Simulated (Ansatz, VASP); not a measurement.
## Nb: VASP beside Ansatz

```xyz
1
Lattice="2.7327 0.0000 0.0000 0.0000 2.7327 0.0000 0.0000 0.0000 2.7327" Properties=species:S:1:pos:R:3 pbc="T T T"
Nb    0.0000    0.0000    0.0000
```

Alike in both runs: functional revPBE; k mesh 12 × 12 × 12; occupations fermi-dirac, width 0.1 eV; no spin polarisation.

Ansatz relaxed the structure, and its values are those at the end. VASP's run is a single point on that final structure, the one shown.

```csv
,VASP,Ansatz
version,VASP 6.6.1,Ansatz 0.2.0
potentials or method,"VASP PAW PBE potentials, release 64 (Nb_sv), cutoff 520 eV","plane waves (420 eV) with PAW, scalar-relativistic"
valence electrons in the cell,13,13
```

|  | VASP | Ansatz | Ansatz less VASP |
| --- | --- | --- | --- |
| pressure (GPa) | -0.2 | 0.0 | +0.19 |

VASP's potentials were made for PBE, not for revPBE.
